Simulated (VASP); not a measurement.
Input of a VASP 6.6.1 run:

The input INCAR:

```
SYSTEM = LiF
PREC = Accurate ; ENCUT = 520
EDIFF = 1E-7 ; ISMEAR = -1
SIGMA = 0.02 ; LREAL = .False.
LASPH = .True. ; NELM = 100
ALGO = Normal ; ISIF = 2
LWAVE = .False. ; LCHARG = .False.
GGA = PE ; NBANDS = 12
```

File KPOINTS:

```
regular mesh
0
Gamma
  10 10 10
  0 0 0
```

File POSCAR:

```
LiF
1.0
    2.4442934523      0.0000000000      0.0000000000
    0.0000000000      2.4442934523      0.0000000000
    0.0000000000      0.0000000000      2.5162584438
Li F
1 1
Direct
    0.0000000000      0.0000000000      0.0000000000
    0.5000000000      0.5000000000      0.5000000000
```

Potentials or basis: VASP PAW PBE potentials, release 64 (Li_sv, F).

The run is started by

```bash
$ cat potpaw_PBE.64/Li_sv/POTCAR potpaw_PBE.64/F/POTCAR > POTCAR
$ mpirun -np 1 vasp_std > vasp.out
```

Q: Predict the band gap on the k mesh.

A: 8.38 eV (least direct gap 9.13 eV).

Caveat: the cell differs from its parent crystal (biaxial xy strain -2.9%). A k mesh can miss the band edges.
